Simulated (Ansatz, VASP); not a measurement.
# Two plane-wave programs on ZrGe4Mo

The input INCAR:

```
SYSTEM = ZrGe4Mo
ALGO = Normal
EDIFF = 1E-6
EDIFFG = -0.04
ENCUT = 600
GGA = PE
IBRION = 2
ISIF = 3
ISMEAR = 0
LASPH = .True.
LCHARG = .False.
LREAL = .False.
LWAVE = .False.
NELM = 100
NSW = 90
PREC = Accurate
SIGMA = 0.1
```

File KPOINTS:

```
k-points
0
Gamma
  4 4 4
  0 0 0
```

Contents of POSCAR:

```
ZrGe4Mo
1.0
    0.0000000000      3.6742982200      3.6742982200
    3.6742982200      0.0000000000      3.6742982200
    3.6742982200      3.6742982200      0.0000000000
Zr Ge Mo
1 4 1
Direct
    0.7500000000      0.7500000000      0.7500000000
    0.3754989700      0.3754989700      0.3754989700
    0.3754989700      0.8735030900      0.3754989700
    0.8735030900      0.3754989700      0.3754989700
    0.3754989700      0.3754989700      0.8735030900
    0.0000000000      0.0000000000      0.0000000000
```

Input for Ansatz:

```yaml
crystal:
  lattice:
    - [0.0, 3.67429822, 3.67429822]
    - [3.67429822, 0.0, 3.67429822]
    - [3.67429822, 3.67429822, 0.0]
  atoms:
    - { symbol: Zr, position: [0.75, 0.75, 0.75] }
    - { symbol: Ge, position: [0.37549897, 0.37549897, 0.37549897] }
    - { symbol: Ge, position: [0.37549897, 0.87350309, 0.37549897] }
    - { symbol: Ge, position: [0.87350309, 0.37549897, 0.37549897] }
    - { symbol: Ge, position: [0.37549897, 0.37549897, 0.87350309] }
    - { symbol: Mo, position: [0.0, 0.0, 0.0] }
basis:
  ecutwfc: 420
kpoints:
  mp_grid: { grid: [4, 4, 4] }
hamiltonian:
  xc: pbe
scf:
  occupations: { method: gaussian, width: 0.1 }
  lower_state_search: "off"
output:
  forces: true
  stress: true
  eigenvalues: true
relax:
  adjacent_minimum: "off"
  f_tol: 0.04
  max_steps: 70
  cell: { stress_tol: 0.4 }
```

Change from the starting cell: species swapped into the MgCu4Sn type (F-43m, No. 216).

Alike in both runs: task relaxation of cell and atoms; functional PBE; k mesh 4 × 4 × 4; occupations gaussian, width 0.1 eV; no spin polarisation.

|  | VASP | Ansatz |
| --- | --- | --- |
| version | VASP 6.6.1 | Ansatz 0.2.0 |
| potentials or method | VASP PAW PBE potentials, release 64 (Zr_sv, Ge_d, Mo_sv), cutoff 600 eV | scalar-relativistic, plane waves, PAW |
| valence electrons in the cell | 82 | 82 |

Ansatz gave:

| Item | Value |
| --- | --- |
| gap on the k mesh at the Fermi level, each at its own relaxed structure (eV) | none |
| relaxed volume (Å³/atom) | 17.98 |
| relaxed cell length with the largest relative difference (Å) | 5.343 |

Task: Which values does VASP return?

Result: gap on the k mesh at the Fermi level, each at its own relaxed structure (eV): none; relaxed volume (Å³/atom): 17.95; relaxed cell length with the largest relative difference (Å): 5.341.

A gap of «none» marks a metal or a gap that the smearing closes.

The k mesh is coarse, so the values compare programs but aren't converged.
